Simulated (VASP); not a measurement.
# Ge (Cmmm) in VASP: single point with PBE

Aim: the single point of Ge with PBE.

Program: VASP 6.6.1. These are calculated values, not measurements. Logs are shortened: lines on timing, memory, paths and dates and some standing lists are left out, and cuts for length are marked.

## Step 1: The cell of the first run

Symmetry: Cmmm, No. 65, orthorhombic system. The conventional cell has a = 3.074 Å, b = 5.721 Å, c = 2.698 Å, α = 90.00°, β = 90.00°, γ = 90.00°. Ge (site symmetry mmm) has 8 Ge at 2.70 to 3.25 Å within 3.6 Å.

## Step 2: Single point, PBE (strain +0.1000 x Voigt [1, 1, 0, 0, 0, 0])

Input file INCAR:

```
SYSTEM = Ge
PREC = Accurate ; ENCUT = 520
EDIFF = 1E-7 ; ISMEAR = 0
SIGMA = 0.15 ; LREAL = .False.
LASPH = .True. ; NELM = 80
ALGO = Normal ; ISIF = 2
LWAVE = .False. ; LCHARG = .True.
GGA = PE ; LELF = .True.
LVHAR = .True. ; NBANDS = 13
```

Input file KPOINTS:

```
Automatic mesh
0
Gamma
  20 20 18
  0 0 0
```

Input file POSCAR:

```
Ge
1.0
    1.5368639000     -2.8605676000      0.0000000000
    1.5368639000      2.8605676000      0.0000000000
    0.0000000000      0.0000000000      2.6982310000
Ge
1
Direct
    0.5000000000      0.5000000000      0.0000000000
```

Potentials or basis: VASP PAW PBE potentials, release 64 (Ge_d).

Run with:

```sh
> cat potpaw_PBE.64/Ge_d/POTCAR > POTCAR
> mpirun -np 1 vasp_std > vasp.out
```

OUTCAR:

```text
SYSTEM = Ge
   PREC = Accurate
   ENCUT = 520
   EDIFF = 1E-7
   ISMEAR = 0
   LREAL = .False.
   LASPH = .True.
   NELM = 80
   ISIF = 2
   GGA = PE

 ion  position               nearest neighbor table
   1  0.500  0.500  0.000-

  LATTYP: Found a base centered orthorhombic cell.
 ALAT       =     3.0737278000
 B/A-ratio  =     1.8613018368
 C/A-ratio  =     0.8778366777

  Lattice vectors:

 A1 = (   1.5368639000,  -2.8605676000,   0.0000000000)
 A2 = (   1.5368639000,   2.8605676000,   0.0000000000)
 A3 = (   0.0000000000,   0.0000000000,   2.6982310000)

Analysis of symmetry for initial positions (statically):
=====================================================================
 Subroutine PRICEL returns:
 Original cell was already a primitive cell.

 Routine SETGRP: Setting up the symmetry group for a
 base centered orthorhombic supercell.

 Subroutine GETGRP returns: Found  8 space group operations
 (whereof  8 operations were pure point group operations)
 out of a pool of  8 trial point group operations.

The static configuration has the point symmetry D_2h.

Analysis of symmetry for dynamics (positions and initial velocities):
=====================================================================
 Subroutine PRICEL returns:
 Original cell was already a primitive cell.

 Routine SETGRP: Setting up the symmetry group for a
 base centered orthorhombic supercell.

 Subroutine GETGRP returns: Found  8 space group operations
 (whereof  8 operations were pure point group operations)
 out of a pool of  8 trial point group operations.

The dynamic configuration has the point symmetry D_2h.

 Subroutine INISYM returns: Found  8 space group operations
 (whereof  8 operations are pure point group operations),
 and found     1 'primitive' translations

----------------------------------------------------------------------------------------

                                     Primitive cell

  volume of cell :      23.7245

  direct lattice vectors                    reciprocal lattice vectors
     1.536863900 -2.860567600  0.000000000     0.325337852 -0.174790486  0.000000000
     1.536863900  2.860567600  0.000000000     0.325337852  0.174790486  0.000000000
     0.000000000  0.000000000  2.698231000     0.000000000  0.000000000  0.370613191

  length of vectors
     3.247275418  3.247275418  2.698231000     0.369318875  0.369318875  0.370613191

  position of ions in fractional coordinates (direct lattice)
     0.500000000  0.500000000  0.000000000

  ion indices of the primitive-cell ions
   primitive index   ion index
                 1           1

----------------------------------------------------------------------------------------

 KPOINTS: Automatic mesh

Automatic generation of k-mesh.
 Grid dimensions read from file:
 generate k-points for:   20   20   18

 Generating k-lattice:

  Cartesian coordinates                     Fractional coordinates (reciprocal lattice)
     0.016266893 -0.008739524  0.000000000     0.050000000 -0.000000000  0.000000000
     0.016266893  0.008739524  0.000000000    -0.000000000  0.050000000  0.000000000
     0.000000000  0.000000000  0.020589622     0.000000000  0.000000000  0.055555556

  Length of vectors
     0.018465944  0.018465944  0.020589622

  Shift w.r.t. Gamma in fractional coordinates (k-lattice)
     0.000000000  0.000000000  0.000000000

 Subroutine IBZKPT returns following result:
 ===========================================

 Found   1110 irreducible k-points:

 Following reciprocal coordinates:
            Coordinates               Weight
  0.000000  0.000000  0.000000      1.000000
  0.050000  0.000000  0.000000      4.000000
  0.100000  0.000000  0.000000      4.000000
  0.150000  0.000000  0.000000      4.000000
  0.200000  0.000000  0.000000      4.000000
  0.250000  0.000000  0.000000      4.000000
[... 16 lines left out ...]
 -0.400000  0.050000  0.000000      4.000000
 -0.350000  0.050000  0.000000      4.000000
 [... further k-points ...]
   k-points           NKPTS =   1110   k-points in BZ     NKDIM =   1110   number of bands    NBANDS=     13
   number of dos      NEDOS =    301   number of ions     NIONS =      1
   total plane-waves  NPLWV =  11520
   dimension x,y,z NGX =    24 NGY =   24 NGZ =   20
   dimension x,y,z NGXF=    48 NGYF=   48 NGZF=   40
   ions per type =               1
   NGX,Y,Z   is equivalent  to a cutoff of  12.29, 12.29, 12.32 a.u.
   NGXF,Y,Z  is equivalent  to a cutoff of  24.57, 24.57, 24.65 a.u.
 SYSTEM =  Ge
   PREC   = accura    normal or accurate (medium, high low for compatibility)
   ISTART =      0    job   : 0-new  1-cont  2-samecut
   ICHARG =      2    charge: 1-file 2-atom 10-const
   ISPIN  =      1    spin polarized calculation?
   LNONCOLLINEAR =      F non collinear calculations
   LSORBIT =      F    spin-orbit coupling
   LASPH  =      T    aspherical Exc in radial PAW
   ENCUT  =  520.0 eV  38.22 Ry    6.18 a.u.   6.04  6.04  5.02*2*pi/ulx,y,z
   NELM   =     80;   NELMIN=  2; NELMDL= -5     # of ELM steps
   EDIFF  = 0.1E-06   stopping-criterion for ELM
   LREAL  =      F    real-space projection
   EDIFFG = 0.1E-05   stopping-criterion for IOM
   NSW    =      0    number of steps for IOM
   IBRION =     -1    ionic relax: 0-MD 1-quasi-New 2-CG
   NFREE  =      0    steps in history (QN), initial steepest desc. (CG)
   ISIF   =      2    stress and relaxation
   ISYM   =      2    0-nonsym 1-usesym 2-fastsym
   POTIM  = 0.5000    time-step for ionic-motion
   TEBEG  =    0.0;   TEEND  =   0.0 temperature during run
   PSTRESS=    0.0 pullay stress
   NELECT =      14.0000    total number of electrons
   NUPDOWN=      -1.0000    fix difference up-down
   EMIN   =  10.00;   EMAX   =-10.00  energy-range for DOS
   EFERMI =   0.00;   METHOD = LEGACY
   ISMEAR =     0;   SIGMA  =   0.15  broadening in eV -4-tet -1-fermi 0-gaus
   EFERMI_NEDOS =   21; number of points for ismear=-14 and -15
   IALGO  =     38    algorithm
   IMIX   =      4    mixing-type and parameters
     AMIX     =   0.40;   BMIX     =  1.00
     AMIX_MAG =   1.60;   BMIX_MAG =  1.00
  volume/ion in A,a.u.               =      23.72       160.10
  Fermi-wavevector in a.u.,A,eV,Ry     =   1.373152  2.594881 25.654414  1.885546
  Thomas-Fermi vector in A             =   2.498695
   LORBIT       =      0    0 simple, 1 ext, 2 COOP (PROOUT), +10 PAW based schemes
   GGA     = PE    functional components
   LHFCALC =     F    Hartree Fock is set to
   AEXX    =    0.0000 exact exchange contribution
   IVDW    =     0    specifies the selected vdW correction
   LEPSILON=     F    determine dielectric tensor
   LRPA    =     F    only Hartree local field effects (RPA)
 non-spin polarized calculation
 Gauss-broadening in eV      SIGMA  =   0.15
  energy-cutoff  :      520.00
  volume of cell :       23.72
 maximum number of plane-waves:       654
   NGX = 13   NGY = 13   NGZ = 11

 number of electron      13.9999985 magnetization

 Free energy of the ion-electron system (eV)
  ---------------------------------------------------
  ext. energy  EPLUGINS =         0.00000000
  ---------------------------------------------------
  free energy    TOTEN  =        -4.09760056 eV

  energy without entropy =       -4.09112579  energy(sigma->0) =       -4.09436318

 E-fermi :   4.3959     XC(G=0): -10.1184

 val. band max:        4.3914526269   @ k =   0.4500   0.2000   0.3889
 cond. band min:       4.3970504376   @ k =   0.4000   0.1500   0.3889
 fundamental gap:      0.0055978107
 Fermi energy:         4.3959215414

 k-point     1 :       0.0000    0.0000    0.0000
  band No.  band energies     occupation
      1     -20.3182      2.00000
      2     -20.2579      2.00000
      3     -20.2361      2.00000
      4     -20.1529      2.00000
      5     -20.1374      2.00000
      6      -7.1190      2.00000
      7       9.1521      0.00000
      8      10.2243      0.00000
      9      12.2309      0.00000
     10      13.7333      0.00000
     11      15.5842      0.00000
     12      17.0210      0.00000
     13      17.1448      0.00000

 k-point     2 :       0.0500    0.0000    0.0000
  band No.  band energies     occupation
      1     -20.3176      2.00000
      2     -20.2566      2.00000
      3     -20.2362      2.00000
      4     -20.1530      2.00000
      5     -20.1378      2.00000
      6      -7.0722      2.00000
      7       8.9763      0.00000
      8       9.8090      0.00000
      9      12.2730      0.00000
     10      13.9801      0.00000
     11      15.7398      0.00000
     12      16.4179      0.00000
     13      17.1563      0.00000

 k-point     3 :       0.1000    0.0000    0.0000
  band No.  band energies     occupation
      1     -20.3159      2.00000
      2     -20.2530      2.00000
      3     -20.2364      2.00000
      4     -20.1534      2.00000
      5     -20.1391      2.00000
      6      -6.9321      2.00000
      7       8.3218      0.00000
      8       9.0785      0.00000
      9      12.3980      0.00000
     10      14.1185      0.00000
     11      15.6632      0.00000
     12      16.5233      0.00000
     13      17.6608      0.00000
[... 305 lines left out ...]
 k-point    23 :      -0.4000    0.0500    0.0000
  band No.  band energies     occupation
      1     -20.3023      2.00000
      2     -20.2442      2.00000
      3     -20.2052      2.00000
      4     -20.1596      2.00000
      5     -20.1502      2.00000
      6      -4.6960      2.00000
      7       1.6931      2.00000
      8       6.3813      0.00000
      9      11.6320      0.00000
     10      14.1594      0.00000
     11      18.8957      0.00000
     12      22.6048      0.00000
     13      23.0900      0.00000

 k-point    24 :      -0.3500    0.0500    0.0000
  band No.  band energies     occupation
      1     -20.3038      2.00000
      2     -20.2444      2.00000
      3     -20.2126      2.00000
      4     -20.1585      2.00000
      5     -20.1483      2.00000
      6      -5.2402      2.00000
      7       2.7756      2.00000
      8       6.6171      0.00000
      9      12.0210      0.00000
     10      13.7805      0.00000
     11      18.2684      0.00000
     12      21.9098      0.00000
     13      22.3877      0.00000

 [... further k-points ...]

------------------------ aborting loop because EDIFF is reached ----------------------------------------

  FORCE on cell =-STRESS in cart. coord.  units (eV):
  Direction    XX          YY          ZZ          XY          YZ          ZX
  --------------------------------------------------------------------------------------
  -------------------------------------------------------------------------------------
  Total       -1.4885979     -1.5459337     -0.3640200     -0.0000000      0.0000000      0.0000000
  in kB     -100.5289701   -104.4010118    -24.5832393     -0.0000000      0.0000000      0.0000000
  external PRESSURE =     -76.5044071 kB  Pullay stress =       0.0000000 kB

 VOLUME and BASIS-vectors are now :
 -----------------------------------------------------------------------------
  energy-cutoff  :      520.00
  volume of cell :       23.72
      direct lattice vectors                 reciprocal lattice vectors
     1.536863900 -2.860567600  0.000000000     0.325337852 -0.174790486  0.000000000
     1.536863900  2.860567600  0.000000000     0.325337852  0.174790486  0.000000000
     0.000000000  0.000000000  2.698231000     0.000000000  0.000000000  0.370613191

 POSITION                                       TOTAL-FORCE (eV/Angst)
 -----------------------------------------------------------------------------------
      1.53686      0.00000      0.00000        -0.000000     -0.000000      0.000000
 -----------------------------------------------------------------------------------
    total drift:                               -0.000000     -0.000000     -0.000000

  FREE ENERGIE OF THE ION-ELECTRON SYSTEM (eV)
  ---------------------------------------------------
  free  energy   TOTEN  =        -4.0976005594 eV

  energy  without entropy=       -4.0911257920  energy(sigma->0) =       -4.09436318
```

Run time: 67 s. Hardware: 1 thread of Intel Xeon 6975P-C (Granite Rapids), shared host; peak memory 0.4 GiB.

What came out:

| Quantity | Value |
| --- | --- |
| Free energy | -4.0976 eV |
| Pressure | -7.7 GPa |
| Band gap on the k mesh | zero (band 7 reaches 9.38 eV, above the bottom of band 8 at 2.04 eV) |

Caveat: the cell differs from its parent crystal (strain +0.1000 x Voigt [1, 1, 0, 0, 0, 0]).
